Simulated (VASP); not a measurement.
Set up this calculation in VASP 6.6.1, as the native input.

```yaml
Task: single point
Functional: PBE
Dispersion: D3(BJ)
Potentials_or_basis: VASP PAW PBE potentials, release 64 (C)
Cutoff: 600 eV
k_mesh: 12 × 12 × 12
Occupations: gaussian, width 0.02 eV
Spin: no spin polarisation
Dipole_correction: no
Further_INCAR_settings: ALGO = Normal; EDIFF = 1e-06; NBANDS = 11
```

The structure of C lies in POSCAR:

```
C
1.0
    0.0000000000      1.7784633102      1.7784633102
    1.7784633102      0.0000000000      1.7784633102
    1.7784633102      1.7784633102      0.0000000000
C
2
Direct
    0.5000000000      0.5000000000      0.5000000000
    0.7500000000      0.7500000000      0.7500000000
```

These files were run (other wordings do the same):

INCAR

```
PREC = Accurate
ENCUT = 600
EDIFF = 1E-6
ISMEAR = 0
SIGMA = 0.02
LREAL = False
LASPH = True
NELM = 120
ALGO = Normal
ISIF = 2
LWAVE = False
LCHARG = False
GGA = PE
IVDW = 12
NBANDS = 11
GGA_COMPAT = False
```

KPOINTS

```
regular mesh
0
Gamma
  12 12 12
```

Potentials or basis: VASP PAW PBE potentials, release 64 (C).

The run is started by

```console
$ cat potpaw_PBE.64/C/POTCAR > POTCAR
$ mpirun -np 1 vasp_std > vasp.out
```

Results of the run:

```
Pressure                   : 0.0 GPa
Band gap on the k mesh     : 4.17 eV, indirect (least direct gap 5.61 eV)
Dispersion energy per atom : -0.193 eV
```

It took 6.2 s on 1 thread of AMD EPYC 7R13 Processor (Zen 3), on a shared host, peak memory 0.11 GiB.
